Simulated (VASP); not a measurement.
# PtSe in VASP: a series of runs, part 2 of 2

VASP 6.6.1. Earlier steps stand in the parts before.

### Step 3. Single point, PBEsol, collinear spin

This run uses another cell than the first one, of 21.48 Å³/atom.

The input, INCAR:

```
  PREC = Accurate
  ENCUT = 520
  EDIFF = 1E-6
  ISMEAR = 0
  SIGMA = 0.05
  LREAL = F
  LASPH = T
  NELM = 150
  ALGO = Normal
  ISIF = 2
  LWAVE = F
  LCHARG = F
  ISPIN = 2
  MAGMOM = 2 0
  LORBIT = 11
  LMAXMIX = 4
  GGA = PS
  NBANDS = 19
```

The input, KPOINTS:

```
Automatic mesh
0
Gamma
  10 10 10
```

The input, POSCAR:

```
PtSe
1.0
    0.0000000000      2.7800000000      2.7800000000
    2.7800000000      0.0000000000      2.7800000000
    2.7800000000      2.7800000000      0.0000000000
Pt Se
1 1
Direct
    0.5000000000      0.5000000000      0.5000000000
    0.0000000000      0.0000000000      0.0000000000
```

Potentials or basis: VASP PAW PBE potentials, release 64 (Pt, Se).

Launch:

```
> cat potpaw_PBE.64/Pt/POTCAR potpaw_PBE.64/Se/POTCAR > POTCAR
> mpirun -np 1 vasp_std > vasp.out
```

OUTCAR:

```text
PREC = Accurate
   ENCUT = 520
   EDIFF = 1E-6
   ISMEAR = 0
   LREAL = F
   LASPH = T
   NELM = 150
   ISIF = 2
   ISPIN = 2
   LORBIT = 11
   GGA = PS

 ion  position               nearest neighbor table
   1  0.500  0.500  0.500-   2 2.78   2 2.78   2 2.78   2 2.78   2 2.78   2 2.78
   2  0.000  0.000  0.000-   1 2.78   1 2.78   1 2.78   1 2.78   1 2.78   1 2.78

  LATTYP: Found a face centered cubic cell.
 ALAT       =     5.5600000000

  Lattice vectors:

 A1 = (   0.0000000000,   2.7800000000,   2.7800000000)
 A2 = (   2.7800000000,   0.0000000000,   2.7800000000)
 A3 = (   2.7800000000,   2.7800000000,   0.0000000000)

Analysis of symmetry for initial positions (statically):
=====================================================================
 Subroutine PRICEL returns:
 Original cell was already a primitive cell.

 Routine SETGRP: Setting up the symmetry group for a
 face centered cubic supercell.

 Subroutine GETGRP returns: Found 48 space group operations
 (whereof 48 operations were pure point group operations)
 out of a pool of 48 trial point group operations.

The static configuration has the point symmetry O_h .

Analysis of symmetry for dynamics (positions and initial velocities):
=====================================================================
 Subroutine PRICEL returns:
 Original cell was already a primitive cell.

 Routine SETGRP: Setting up the symmetry group for a
 face centered cubic supercell.

 Subroutine GETGRP returns: Found 48 space group operations
 (whereof 48 operations were pure point group operations)
 out of a pool of 48 trial point group operations.

The dynamic configuration has the point symmetry O_h .

Analysis of structural, dynamic, and magnetic symmetry:
=====================================================================
 Subroutine PRICEL returns:
 Original cell was already a primitive cell.

 Routine SETGRP: Setting up the symmetry group for a
[... 151 lines left out ...]
  ext. energy  EPLUGINS =         0.00000000
  ---------------------------------------------------
  free energy    TOTEN  =       -10.37463685 eV

  energy without entropy =      -10.37279836  energy(sigma->0) =      -10.37371760

 E-fermi :   5.2577     XC(G=0): -10.8820

 val. band max:        5.2450443238   @ k =   0.2000   0.1000   0.0000
 cond. band min:       5.2708867796   @ k =  -0.3000   0.4000   0.1000
 fundamental gap:      0.0258424558
 Fermi energy:         5.2576759147

 spin component 1

 k-point     1 :       0.0000    0.0000    0.0000
  band No.  band energies     occupation
      1      -8.8126      1.00000
      2       2.8651      1.00000
      3       2.8651      1.00000
      4       2.9260      1.00000
      5       2.9260      1.00000
      6       2.9260      1.00000
[... 517 lines left out ...]
     18      22.1615      0.00000
     19      23.4260      0.00000

 [... further k-points ...]

 spin component 2

 k-point     1 :       0.0000    0.0000    0.0000
  band No.  band energies     occupation
      1      -8.8127      1.00000
      2       2.8649      1.00000
      3       2.8649      1.00000
      4       2.9260      1.00000
      5       2.9260      1.00000
      6       2.9260      1.00000
[... 517 lines left out ...]
     18      22.1613      0.00000
     19      23.4258      0.00000

 [... further k-points ...]

------------------------ aborting loop because EDIFF is reached ----------------------------------------

  FORCE on cell =-STRESS in cart. coord.  units (eV):
  Direction    XX          YY          ZZ          XY          YZ          ZX
  --------------------------------------------------------------------------------------
  -------------------------------------------------------------------------------------
  Total       -4.8490056     -4.8490056     -4.8490056      0.0000000      0.0000000      0.0000000
  in kB     -180.8001915   -180.8001915   -180.8001915      0.0000000      0.0000000      0.0000000
  external PRESSURE =    -180.8001915 kB  Pullay stress =       0.0000000 kB

 VOLUME and BASIS-vectors are now :
 -----------------------------------------------------------------------------
  energy-cutoff  :      520.00
  volume of cell :       42.97
      direct lattice vectors                 reciprocal lattice vectors
     0.000000000  2.780000000  2.780000000    -0.179856115  0.179856115  0.179856115
     2.780000000  0.000000000  2.780000000     0.179856115 -0.179856115  0.179856115
     2.780000000  2.780000000  0.000000000     0.179856115  0.179856115 -0.179856115

 POSITION                                       TOTAL-FORCE (eV/Angst)
 -----------------------------------------------------------------------------------
      2.78000      2.78000      2.78000         0.000000      0.000000      0.000000
      0.00000      0.00000      0.00000        -0.000000     -0.000000     -0.000000
 -----------------------------------------------------------------------------------
    total drift:                                0.000000     -0.000000      0.000000

  FREE ENERGIE OF THE ION-ELECTRON SYSTEM (eV)
  ---------------------------------------------------
  free  energy   TOTEN  =       -10.3746368478 eV

  energy  without entropy=      -10.3727983557  energy(sigma->0) =      -10.37371760

 total charge

# of ion       s       p       d       tot
------------------------------------------
    1        0.552   0.276   8.104   8.933
    2        1.490   2.071   0.063   3.623
--------------------------------------------------
tot          2.042   2.347   8.167  12.556

 magnetization (x)

# of ion       s       p       d       tot
------------------------------------------
    1       -0.000  -0.000  -0.000  -0.000
    2       -0.000  -0.000  -0.000  -0.000
--------------------------------------------------
tot         -0.000  -0.000  -0.000  -0.000
```

OSZICAR:

```text
N       E                     dE             d eps       ncg     rms          rms(c)
DAV:   1     0.631859138360E+02    0.63186E+02   -0.73645E+03  3572   0.761E+02
DAV:   2    -0.806804901343E+01   -0.71254E+02   -0.63626E+02  4226   0.159E+02
DAV:   3    -0.102309930271E+02   -0.21629E+01   -0.21275E+01  4289   0.250E+01
DAV:   4    -0.102418171794E+02   -0.10824E-01   -0.10821E-01  4068   0.198E+00
DAV:   5    -0.102419376907E+02   -0.12051E-03   -0.12051E-03  4101   0.223E-01    0.858E+00
DAV:   6    -0.104220600752E+02   -0.18012E+00   -0.86215E-01  3844   0.635E+00    0.427E+00
DAV:   7    -0.103818839513E+02    0.40176E-01   -0.10605E-01  3783   0.257E+00    0.241E+00
DAV:   8    -0.103753587606E+02    0.65252E-02   -0.25401E-02  4114   0.875E-01    0.742E-01
DAV:   9    -0.103750173928E+02    0.34137E-03   -0.10865E-03  3888   0.233E-01    0.329E-01
DAV:  10    -0.103746943037E+02    0.32309E-03   -0.21258E-04  3994   0.883E-02    0.966E-02
DAV:  11    -0.103746438183E+02    0.50485E-04   -0.73001E-05  3903   0.540E-02    0.290E-02
DAV:  12    -0.103746366234E+02    0.71948E-05   -0.28344E-06  4036   0.117E-02    0.904E-03
DAV:  13    -0.103746368478E+02   -0.22440E-06   -0.83881E-07  3065   0.615E-03
   1 F= -.10374637E+02 E0= -.10373718E+02  d E =-.183849E-02  mag=    -0.0001
```

Wall time 38 s (1 thread of Intel Xeon 6975P-C (Granite Rapids), shared host); peak memory 0.22 GiB.

Results:

| Item | Value |
| --- | --- |
| Free energy | -10.3746 eV |
| Pressure | -18.1 GPa |
| Band gap on the k mesh | zero (filled and empty bands overlap) |
| Net moment | 0.00 μB per cell |
| Valence electrons inside the program's atomic spheres | Pt 8.93; Se 3.62 |

Caveat: the cell stands under tension; the PAW data sets were made with another functional, which shifts forces and pressure a little; spin-orbit coupling is left out, which moves the levels of the heavy elements.

### Step 4. Single point, PBEsol, collinear spin

This run uses another cell than the first one, of 17.34 Å³/atom.

The input, INCAR:

```
ALGO = Normal
EDIFF = 1E-6
ENCUT = 520
GGA = PS
ISIF = 2
ISMEAR = 0
ISPIN = 2
LASPH = True
LCHARG = False
LMAXMIX = 4
LORBIT = 11
LREAL = False
LWAVE = False
MAGMOM = 0.05 0
NBANDS = 19
NELM = 150
PREC = Accurate
SIGMA = 0.05
```

The input, KPOINTS:

```
k-points
0
Gamma
  10 10 10
```

The input, POSCAR:

```
PtSe
1.0
    0.0000000000      2.6058892385      2.5537714537
    2.6058892385      0.0000000000      2.5537714537
    2.6058892385      2.6058892385      0.0000000000
Pt Se
1 1
Direct
    0.5000000000      0.5000000000      0.5000000000
    0.0000000000      0.0000000000      0.0000000000
```

Potentials or basis: VASP PAW PBE potentials, release 64 (Pt, Se).

Launch:

```
> cat potpaw_PBE.64/Pt/POTCAR potpaw_PBE.64/Se/POTCAR > POTCAR
> mpirun -np 1 vasp_std > vasp.out
```

OUTCAR:

```text
EDIFF = 1E-6
   ENCUT = 520
   GGA = PS
   ISIF = 2
   ISMEAR = 0
   ISPIN = 2
   LASPH = True
   LORBIT = 11
   LREAL = False
   NELM = 150
   PREC = Accurate

 ion  position               nearest neighbor table
   1  0.500  0.500  0.500-   2 2.55   2 2.55   2 2.61   2 2.61   2 2.61   2 2.61
   2  0.000  0.000  0.000-   1 2.55   1 2.55   1 2.61   1 2.61   1 2.61   1 2.61

  LATTYP: Found a body centered tetragonal cell.
 ALAT       =     3.6852839031
 C/A-ratio  =     1.3859292911

  Lattice vectors:

 A1 = (   0.0000000000,  -2.6058892385,  -2.5537714537)
 A2 = (   0.0000000000,   2.6058892385,  -2.5537714537)
 A3 = (   2.6058892385,   0.0000000000,   2.5537714537)

Analysis of symmetry for initial positions (statically):
=====================================================================
 Subroutine PRICEL returns:
 Original cell was already a primitive cell.

 Routine SETGRP: Setting up the symmetry group for a
 body centered tetragonal supercell.

 Subroutine GETGRP returns: Found 16 space group operations
 (whereof 16 operations were pure point group operations)
[... 722 lines left out ...]
  band No.  band energies     occupation
      1      -7.4825      1.00000
      2       4.7607      1.00000
      3       4.7607      1.00000
      4       4.8216      1.00000
      5       4.8585      1.00000
      6       4.9212      1.00000
[... 517 lines left out ...]
     18      27.0060      0.00000
     19      27.7611      0.00000

 [... further k-points ...]
[... 5 lines left out ...]
  --------------------------------------------------------------------------------------
  -------------------------------------------------------------------------------------
  Total        0.3967724      0.3967724      1.4347807      0.0000000      0.0000000      0.0000000
  in kB       18.3285501     18.3285501     66.2784272      0.0000000      0.0000000      0.0000000
  external PRESSURE =      34.3118424 kB  Pullay stress =       0.0000000 kB

 VOLUME and BASIS-vectors are now :
 -----------------------------------------------------------------------------
  energy-cutoff  :      520.00
  volume of cell :       34.68
      direct lattice vectors                 reciprocal lattice vectors
     0.000000000  2.605889239  2.553771454    -0.191873082  0.191873082  0.195788859
     2.605889239  0.000000000  2.553771454     0.191873082 -0.191873082  0.195788859
     2.605889239  2.605889239  0.000000000     0.191873082  0.191873082 -0.195788859

 POSITION                                       TOTAL-FORCE (eV/Angst)
 -----------------------------------------------------------------------------------
      2.60589      2.60589      2.55377         0.000000     -0.000000     -0.000000
      0.00000      0.00000      0.00000        -0.000000      0.000000      0.000000
 -----------------------------------------------------------------------------------
    total drift:                                0.000000      0.000000      0.000000

  FREE ENERGIE OF THE ION-ELECTRON SYSTEM (eV)
  ---------------------------------------------------
  free  energy   TOTEN  =       -10.8768572377 eV

  energy  without entropy=      -10.8758491359  energy(sigma->0) =      -10.87635319

 total charge

# of ion       s       p       d       tot
------------------------------------------
    1        0.653   0.443   8.216   9.313
    2        1.470   2.196   0.121   3.787
--------------------------------------------------
tot          2.123   2.640   8.337  13.100

 magnetization (x)

# of ion       s       p       d       tot
------------------------------------------
    1        0.000   0.000   0.000   0.000
    2       -0.000   0.000  -0.000  -0.000
--------------------------------------------------
tot         -0.000   0.000   0.000   0.000
```

OSZICAR:

```text
N       E                     dE             d eps       ncg     rms          rms(c)
DAV:   1     0.681082073545E+02    0.68108E+02   -0.71195E+03  7752   0.750E+02
DAV:   2    -0.895817848687E+01   -0.77066E+02   -0.68474E+02  9018   0.173E+02
DAV:   3    -0.111034273022E+02   -0.21452E+01   -0.21197E+01  9415   0.262E+01
DAV:   4    -0.111130718140E+02   -0.96445E-02   -0.96424E-02  8798   0.192E+00
DAV:   5    -0.111131642062E+02   -0.92392E-04   -0.92390E-04  9062   0.201E-01    0.116E+01
DAV:   6    -0.109088069023E+02    0.20436E+00   -0.48120E-01  8445   0.581E+00    0.666E+00
DAV:   7    -0.108836516023E+02    0.25155E-01   -0.26027E-02  8315   0.153E+00    0.339E+00
DAV:   8    -0.108771238494E+02    0.65278E-02   -0.13516E-02  8982   0.785E-01    0.203E-01
DAV:   9    -0.108768772996E+02    0.24655E-03   -0.45599E-04  8475   0.131E-01    0.905E-02
DAV:  10    -0.108768611787E+02    0.16121E-04   -0.12874E-04  9295   0.690E-02    0.349E-02
DAV:  11    -0.108768569099E+02    0.42687E-05   -0.23674E-06  8561   0.108E-02    0.852E-03
DAV:  12    -0.108768572377E+02   -0.32778E-06   -0.59950E-07  5080   0.540E-03
   1 F= -.10876857E+02 E0= -.10876353E+02  d E =-.100810E-02  mag=     0.0000
```

It took 49 s on 1 thread of Intel Xeon 6975P-C (Granite Rapids), shared host; peak memory 0.25 GiB.

Results:

```yaml
Free_energy: -10.8769 eV
Pressure: 3.4 GPa
Band_gap_on_the_k_mesh: zero (filled and empty bands overlap)
Net_moment: 0.00 μB per cell
Valence_electrons_inside_the_program's_atomic_spheres: Pt 9.31; Se 3.79
```

Stress tensor (GPa, compression positive):
```
1.83 0.00 0.00
0.00 1.83 0.00
0.00 0.00 6.63
```

Caveat: the cell stands under pressure; the PAW data sets were made with another functional, which shifts forces and pressure a little; spin-orbit coupling is left out, which moves the levels of the heavy elements.

### Step 5. Overview

```tsv
cell	gap on the mesh (eV)	pressure (GPa)	moment (μB)
a = 3.796 Å, angles 60.0°, 2 atoms	none	-10.7	0.00
a = 3.932 Å, angles 60.0°, 2 atoms	none	-18.1	0.00
a = 3.649, b = 3.649, c = 3.685 Å, angles 59.7, 59.7, 60.7°, 2 atoms	none	3.4	0.00
```

Alike in all rows: task single point; level PBEsol; potentials or basis VASP PAW PBE potentials, release 64 (Pt, Se); spin collinear; k mesh 10 × 10 × 10; cutoff (eV) 520; smearing gaussian 0.05 eV.

Caveats: the PAW data sets were made with another functional, which shifts forces and pressure a little; spin-orbit coupling is left out, which moves the levels of the heavy elements; the cell stands under tension (at least some runs); the cell stands under pressure (at least some runs).

Absolute energies hang on the potentials; compare differences alone.
